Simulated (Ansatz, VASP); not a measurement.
**One calculation of WS2, two programs**

INCAR

```
SYSTEM = WS2
ALGO = Normal ; EDIFF = 1E-6
ENCUT = 520 ; GGA = PE
ISIF = 2 ; ISMEAR = 0
IVDW = 12 ; LASPH = .True.
LCHARG = .True. ; LELF = .True.
LREAL = .False. ; LVHAR = .True.
LWAVE = .False. ; NBANDS = 35
NELM = 100 ; PREC = Accurate
SIGMA = 0.05
```

File KPOINTS:

```
k-points
0
Gamma
  12 12 4
  0 0 0
```

The input POSCAR:

```
WS2
1.0
    3.1802474602      0.0000000000      0.0000000000
   -1.5901237301      2.7541750909      0.0000000000
    0.0000000000      0.0000000000     12.2435358178
W S
2 4
Direct
    0.3333333333      0.6666666667      0.7499331087
    0.6666666667      0.3333333333      0.2500668913
    0.3333333333      0.6666666667      0.1203774713
    0.6666666667      0.3333333333      0.6202447091
    0.3333333333      0.6666666667      0.3797552909
    0.6666666667      0.3333333333      0.8796225287
```

Input for Ansatz:

```yaml
crystal:
  lattice:
    - [3.1802474602, 0.0, 0.0]
    - [-1.5901237301, 2.7541750909, 0.0]
    - [0.0, 0.0, 12.2435358178]
  atoms:
    - { symbol: W, position: [0.3333333333, 0.6666666667, 0.7499331087] }
    - { symbol: W, position: [0.6666666667, 0.3333333333, 0.2500668913] }
    - { symbol: S, position: [0.3333333333, 0.6666666667, 0.1203774713] }
    - { symbol: S, position: [0.6666666667, 0.3333333333, 0.6202447091] }
    - { symbol: S, position: [0.3333333333, 0.6666666667, 0.3797552909] }
    - { symbol: S, position: [0.6666666667, 0.3333333333, 0.8796225287] }
basis:
  ecutwfc: 420
kpoints:
  mp_grid: { grid: [12, 12, 4] }
hamiltonian:
  xc: pbe
  dispersion: d3bj
scf:
  occupations: { method: gaussian, width: 0.05 }
output:
  forces: true
  stress: true
  eigenvalues: true
  write_density: true
  write_potential: true
  elf: true
  volumetric_format: npy
```

Change from the starting cell: mode 4 frozen in at +0.000 Å, equal normal strain along x, y and z +0.0083.

Alike in both runs: task single point; functional PBE; dispersion D3(BJ); k mesh 12 × 12 × 4; occupations gaussian, width 0.05 eV; no spin polarisation.

```csv
,VASP,Ansatz
version,VASP 6.6.1,Ansatz 0.2.0
potentials or method,"VASP PAW PBE potentials, release 64 (W_sv, S), cutoff 520 eV","scalar-relativistic, plane waves, PAW"
valence electrons in the cell,52,52
```

```csv
,VASP,Ansatz,Ansatz less VASP
gap on the k mesh at the Fermi level (eV),0.93,0.92,-0.016
least direct gap on the mesh (eV),1.78,1.78,-0.003
pressure (GPa),-4.0,-4.0,+0.03
"traceless stress, the component that is largest in VASP (GPa)",-0.28,-0.29,-0.010
rms of the force components (eV/Å),0.196,0.197,+0.0012
```

Atom by atom the forces differ by 0.001 eV/Å (rms over components).

Neither program's run includes spin-orbit coupling.
